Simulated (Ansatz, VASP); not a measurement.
# One calculation of KCaCl3, two programs

```
CELL_PARAMETERS angstrom
4.71168 0.00000 0.00000
0.00000 4.71168 0.00000
0.00000 0.00000 7.06751
ATOMIC_POSITIONS crystal
K 0.00000 0.00000 0.00000
Ca 0.50000 0.50000 0.50000
Cl 0.00000 0.50000 0.50000
Cl 0.50000 0.00000 0.50000
Cl 0.50000 0.50000 0.00000
```

Alike in both runs: task single point; functional LDA; k mesh 6 × 6 × 6; occupations gaussian, width 0.05 eV; no spin polarisation.

```csv
,VASP,Ansatz
version,VASP 6.6.1,Ansatz 0.2.0
potentials or method,"VASP PAW LDA potentials, release 64 (K_sv, Ca_sv, Cl), cutoff 520 eV","scalar-relativistic, plane waves, PAW"
valence electrons in the cell,40,40
```

VASP gave:

- gap on the k mesh at the Fermi level (eV): 3.41
- least direct gap on the mesh (eV): 3.91
- pressure (GPa): 4.9
- traceless stress, the component that is largest in VASP (GPa): -8.86

Problem. Which values does Ansatz return?

Solution. gap on the k mesh at the Fermi level (eV): 3.41; least direct gap on the mesh (eV): 3.92; pressure (GPa): 4.7; traceless stress, the component that is largest in VASP (GPa): -8.66.

LDA's correlation is that of Perdew and Zunger in VASP and of Perdew and Wang (1992) in Ansatz.
